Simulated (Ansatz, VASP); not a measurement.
## One calculation of ZrS, two programs

```
CELL_PARAMETERS angstrom
0.00000 2.66438 2.66438
2.66438 0.00000 2.66438
2.66438 2.66438 0.00000
ATOMIC_POSITIONS crystal
Zr 0.00000 0.00000 0.00000
S 0.50000 0.50000 0.50000
```

Change from the starting cell: strain +0.015 along x and y, +0.015 along z, atoms carried along.

Alike in both runs: task single point; functional PBEsol; k mesh 16 × 16 × 16; occupations gaussian, width 0.15 eV; no spin polarisation.

|  | VASP | Ansatz |
| --- | --- | --- |
| version | VASP 6.6.1 | Ansatz 0.2.0 |
| potentials or method | VASP PAW PBE potentials, release 64 (Zr_sv, S), cutoff 520 eV | scalar-relativistic, plane waves, PAW |
| valence electrons in the cell | 18 | 18 |

|  | VASP | Ansatz | Ansatz less VASP |
| --- | --- | --- | --- |
| gap on the k mesh at the Fermi level (eV) | none | none | - |
| pressure (GPa) | -11.0 | -11.2 | -0.17 |

VASP's potentials were made for PBE, not for PBEsol. A gap of «none» marks a metal or a gap that the smearing closes.
